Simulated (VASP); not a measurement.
A run of VASP 6.6.1 is set up as follows.

Contents of INCAR:

```
SYSTEM = SnSe
ALGO = Normal
EDIFF = 1E-6
ENCUT = 520
GGA = PS
ISIF = 2
ISMEAR = 0
LASPH = .TRUE.
LCHARG = .FALSE.
LREAL = .FALSE.
LWAVE = .FALSE.
NBANDS = 17
NELM = 100
PREC = Accurate
SIGMA = 0.05
```

Contents of KPOINTS:

```
k-points
0
G
  8 8 8
  0 0 0
```

The input POSCAR:

```
SnSe
1.0
    0.0000000000      3.0100000000      3.0100000000
    3.0100000000      0.0000000000      3.0100000000
    3.0100000000      3.0100000000      0.0000000000
Sn Se
1 1
Direct
    0.0000000000      0.0000000000      0.0000000000
    0.5000000000      0.5000000000      0.5000000000
```

Potentials or basis: VASP PAW PBE potentials, release 64 (Sn_d, Se).

The run is started by

```bash
$ cat potpaw_PBE.64/Sn_d/POTCAR potpaw_PBE.64/Se/POTCAR > POTCAR
$ mpirun -np 1 vasp_std > vasp.out
```

(1) What does it give for the pressure?

(2) Predict the band gap on the k mesh.

Results:

(1) -1.9 GPa.

(2) 0.65 eV, direct.

Caveat: the PAW data sets were made with another functional, which shifts forces and pressure a little; spin-orbit coupling is left out, which moves the levels of the heavy elements.
